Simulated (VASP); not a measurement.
Sc2AlF3:

```xyz
6
Lattice="3.1067 0.0000 0.0000 0.0000 3.1067 0.0000 0.0000 0.0000 10.3851" Properties=species:S:1:pos:R:3 pbc="T T T"
Sc    1.5533    1.5533    8.7999
Sc    1.5533    1.5533    1.5852
Al    1.5533    1.5533    5.1925
F     0.0000    0.0000    0.0000
F     0.0000    0.0000    7.4207
F     0.0000    0.0000    2.9644
```

```yaml
Program: VASP 6.6.1
Task: relaxation of cell and atoms
Functional: PBE
Potentials_or_basis: VASP PAW PBE potentials, release 64 (Sc_sv, Al, F)
Cutoff: 600 eV
k_mesh: 6 × 6 × 2
Occupations: gaussian, width 0.1 eV
Spin: no spin polarisation
```

At the start: pressure -8.1 GPa; volume 16.71 Å³/atom.

Task: How do energy, volume and symmetry change on relaxing?

Result: Over 32 steps the energy falls by 351.3 meV/atom and the volume is 15.63 Å³/atom (-6.5 %); space group P4/mmm (No. 123, to 0.05 Å).

Step by step:
| step | energy change (eV) | largest force (eV/Å) | pressure (GPa) | volume (Å³) |
| --- | --- | --- | --- | --- |
| 1 | 0.0000 | 1.7760 | -8.14 | 100.23 |
| 2 | -0.8968 | 1.8396 | -3.47 | 88.41 |
| 3 | -1.1959 | 1.4088 | 7.77 | 77.20 |
| 4 | -1.2163 | 1.6333 | 4.21 | 79.65 |
| 5 | -1.6471 | 0.9452 | 5.36 | 80.49 |
| 6 | -1.8663 | 0.3608 | 8.32 | 81.72 |
| 7 | -1.9549 | 0.3197 | -2.99 | 94.48 |
| 8 | -2.0307 | 0.2967 | 0.89 | 88.99 |
| 9 | -2.0506 | 0.0703 | 0.01 | 89.95 |
| 10 | -2.0506 | 0.0697 | -0.02 | 89.97 |
| 11 | -2.0514 | 0.0687 | -0.01 | 89.97 |
| 12 | -2.0536 | 0.0730 | 0.00 | 89.95 |
| 13 | -2.0559 | 0.0859 | -0.06 | 89.90 |
| 14 | -2.0567 | 0.0854 | 0.02 | 89.87 |
| 15 | -2.0590 | 0.0831 | 0.26 | 89.77 |
| 16 | -2.0629 | 0.0951 | 0.73 | 89.57 |
| 17 | -2.0666 | 0.1191 | 1.77 | 89.17 |
| 18 | -2.0668 | 0.1192 | 1.80 | 89.18 |
| 19 | -2.0673 | 0.1222 | 1.82 | 89.21 |
| 20 | -2.0683 | 0.1257 | 1.88 | 89.26 |
| 21 | -2.0693 | 0.1314 | 2.05 | 89.36 |
| 22 | -2.0710 | 0.1346 | 1.95 | 89.48 |
| 23 | -2.0754 | 0.1417 | 1.65 | 89.86 |
| 24 | -2.0824 | 0.1557 | 1.07 | 90.62 |
| 25 | -2.0890 | 0.1781 | -0.05 | 92.16 |
| 26 | -2.0891 | 0.1817 | -0.25 | 92.44 |
| 27 | -2.0911 | 0.1769 | -0.29 | 92.58 |
| 28 | -2.0964 | 0.1635 | -0.38 | 93.00 |
| 29 | -2.1036 | 0.1284 | -0.54 | 93.85 |
| 30 | -2.0975 | 0.0236 | -0.88 | 95.53 |
| 31 | -2.1050 | 0.0948 | -0.66 | 94.34 |
| 32 | -2.1077 | 0.0100 | -0.01 | 93.76 |

Final structure:
```xyz
6
Lattice="3.0596 0.0000 0.0000 0.0000 3.0596 0.0000 0.0000 0.0000 10.0154" Properties=species:S:1:pos:R:3 pbc="T T T"
Sc    1.5298    1.5298    7.9171
Sc    1.5298    1.5298    2.0983
Al    1.5298    1.5298    5.0077
F     0.0000    0.0000    0.0000
F     0.0000    0.0000    7.6797
F     0.0000    3.0596    2.3356
```
